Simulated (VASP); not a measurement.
Input of a VASP 6.6.1 run:

File INCAR:

```
SYSTEM = Ga
PREC = Accurate
ENCUT = 520
EDIFF = 1E-7
ISMEAR = -1
SIGMA = 0.05
LREAL = .FALSE.
LASPH = .TRUE.
NELM = 100
ALGO = Normal
ISIF = 2
LWAVE = .FALSE.
LCHARG = .FALSE.
GGA = PE
NBANDS = 20
```

The input KPOINTS:

```
regular mesh
0
G
  16 16 16
  0 0 0
```

Contents of POSCAR:

```
Ga
1.0
   -2.5494873683      2.5494873683      1.3449784615
    2.5494873683     -2.5494873683      1.3449784615
    2.5494873683      2.5494873683     -1.3449784615
Ga
2
Direct
   -0.3750000000     -0.1250000000     -0.2500000000
    0.3750000000      0.1250000000      0.2500000000
```

Potentials or basis: VASP PAW PBE potentials, release 64 (Ga_d).

The run is started by

```sh
$ cat potpaw_PBE.64/Ga_d/POTCAR > POTCAR
$ mpirun -np 1 vasp_std > vasp.out
```

(1) Predict the pressure.

(2) Estimate the band gap on the k mesh.

Answers

(1) 7.6 GPa.

(2) zero (bands 13 and 14 overlap by 7.71 eV).

Caveat: the cell stands under pressure.
